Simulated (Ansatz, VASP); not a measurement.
## One calculation of SnTe2, two programs

```
CELL_PARAMETERS angstrom
0.00000 3.68466 3.68466
3.68466 0.00000 3.68466
3.68466 3.68466 0.00000
ATOMIC_POSITIONS crystal
Sn 0.00000 0.00000 0.00000
Te 0.25000 0.25000 0.25000
Te 0.75000 0.75000 0.75000
```

Change from the starting cell: volume scaled by 0.97.

Alike in both runs: task single point; functional PBE; k mesh 10 × 10 × 10; occupations fermi-dirac, width 0.05 eV; no spin polarisation.

|  | VASP | Ansatz |
| --- | --- | --- |
| version | VASP 6.6.1 | Ansatz 0.2.0 |
| potentials or method | VASP PAW PBE potentials, release 64 (Sn_d, Te), cutoff 500 eV | all-electron LAPW, scalar-relativistic |

|  | VASP | Ansatz | Ansatz less VASP |
| --- | --- | --- | --- |
| pressure (GPa) | 1.2 | 1.2 | +0.04 |

Ansatz ran all-electron here, and VASP with PAW potentials.

Neither program's run includes spin-orbit coupling.
